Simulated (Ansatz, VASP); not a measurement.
**Be3Cd2S: VASP beside Ansatz**

```
CELL_PARAMETERS angstrom
2.59151 1.49621 3.96513
-2.59151 1.49621 3.96513
0.00000 -2.99241 3.96513
ATOMIC_POSITIONS crystal
Be 0.00000 0.50000 0.00000
Be 0.50000 0.00000 0.00000
Be 0.00000 0.00000 0.50000
Cd 0.62723 0.62723 0.62723
Cd 0.37277 0.37277 0.37277
S 0.00000 0.00000 0.00000
```

Change from the starting cell: species swapped into the Tb2FeCo3 type (R-3m, No. 166).

Alike in both runs: task single point; functional PBE; k mesh 6 × 6 × 6; occupations gaussian, width 0.1 eV; no spin polarisation.

|  | VASP | Ansatz |
| --- | --- | --- |
| version | VASP 6.6.1 | Ansatz 0.2.0 |
| potentials or method | VASP PAW PBE potentials, release 64 (Be, Cd, S), cutoff 520 eV | scalar-relativistic, plane waves, PAW |
| valence electrons in the cell | 36 | 52 |

|  | VASP | Ansatz | Ansatz less VASP |
| --- | --- | --- | --- |
| gap on the k mesh at the Fermi level (eV) | none | none | - |
| pressure (GPa) | -4.4 | -4.6 | -0.17 |
| traceless stress, the component that is largest in VASP (GPa) | -4.87 | -4.80 | +0.073 |
| rms of the force components (eV/Å) | 0.124 | 0.123 | -0.0012 |

Atom by atom the forces differ by 0.001 eV/Å (rms over components). A gap of «none» marks a metal or a gap that the smearing closes. VASP's potentials hold 36 valence electrons a cell and Ansatz's 52, so a difference there can come from the potentials and not from the codes.
